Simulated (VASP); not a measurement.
Crystal: PbSe.

```
CELL_PARAMETERS angstrom
0.00000 3.42320 3.42320
3.42320 0.00000 3.42320
3.42320 3.42320 0.00000
ATOMIC_POSITIONS crystal
Pb 0.00000 0.00000 0.00000
Se 0.25000 0.25000 0.25000
```

Base run:

| Property | Result |
| --- | --- |
| Program | VASP 6.6.1 |
| Functional | r2SCAN |
| Potentials or basis | VASP PAW PBE potentials, release 64 (Pb_d, Se) |
| Cutoff | 520 eV |
| k mesh | 4 × 4 × 4 |
| Occupations | gaussian, width 0.01 eV |
| Spin | no spin polarisation |

Its results: band gap on the k mesh 0.80 eV, indirect (least direct gap 1.34 eV); pressure -0.1 GPa.

The run is repeated on the same cell with these changes: functional from r2SCAN to HSE06. What comes out?

Band gap on the k mesh 1.07 eV, indirect (least direct gap 1.66 eV); pressure 0.0 GPa.

HSE06 gives the wider gap, since exact exchange removes part of the self-interaction.

Caveats: the PAW data sets were made with another functional, which shifts forces and pressure a little; spin-orbit coupling is left out, which moves the levels of the heavy elements.

A k mesh can miss the band edges.
